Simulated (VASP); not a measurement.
Input of a VASP 6.6.1 run:

INCAR

```
ALGO     = Normal         # electronic algorithm
EDIFF    = 1E-7           # SCF threshold, eV
EDIFFG   = -0.005         # ionic threshold
ENCUT    = 600            # plane-wave cutoff, eV
GGA      = PE             # functional
IBRION   = 2              # ionic algorithm
ISIF     = 3              # what is computed and relaxed
ISMEAR   = -1             # smearing method
LASPH    = T              # aspherical terms in the spheres
LCHARG   = F              # write CHGCAR
LREAL    = F              # projectors in reciprocal space
LWAVE    = F              # write WAVECAR
NELM     = 60             # most SCF steps
NSW      = 60             # ionic steps
PREC     = Accurate       # precision mode
PSTRESS  = -0.21000000000000002
SIGMA    = 0.1            # smearing width, eV
```

Contents of KPOINTS:

```
k-points
0
Gamma
  9 9 5
```

The input POSCAR:

```
HgTe
1.0
    4.4209934290      0.0000000000      0.0000000000
   -2.2104967145      3.8286926195      0.0000000000
    0.0000000000      0.0000000000      6.8525398150
Hg Te
2 2
Direct
    0.0000000000      0.0000000000      0.0000000000
    0.0000000000      0.0000000000      0.5000000000
    0.3333333333      0.6666666667      0.2500000000
    0.6666666667      0.3333333333      0.7500000000
```

Potentials or basis: VASP PAW PBE potentials, release 64 (Hg, Te).

Launch:

```sh
$ cat potpaw_PBE.64/Hg/POTCAR potpaw_PBE.64/Te/POTCAR > POTCAR
$ mpirun -np 1 vasp_std > vasp.out
```

Question: Estimate the relaxed cell.

Answer: a = 4.278 Å, b = 4.278 Å, c = 7.460 Å, α = 90.00°, β = 90.00°, γ = 120.00°.

Question: Estimate the space group after relaxing (to 0.1 Å).

Answer: P6_3/mmc (No. 194).

Step by step:
| step | energy change (eV) | largest force (eV/Å) | pressure (GPa) | volume (Å³) |
| --- | --- | --- | --- | --- |
| 1 | 0.0000 | 0.0000 | 1.57 | 115.99 |
| 2 | -0.0580 | 0.0000 | -0.52 | 120.85 |
| 3 | -0.0606 | 0.0000 | -1.10 | 122.45 |
| 4 | -0.0982 | 0.0000 | -0.82 | 121.07 |
| 5 | -0.1172 | 0.0000 | -0.44 | 119.44 |
| 6 | -0.1179 | 0.0000 | -0.36 | 119.09 |
| 7 | -0.1189 | 0.0000 | 0.17 | 117.77 |
| 8 | -0.1191 | 0.0000 | -0.02 | 118.23 |

Caveat: the cell is relaxed towards a set pressure, so the run minimises the enthalpy, not the energy.
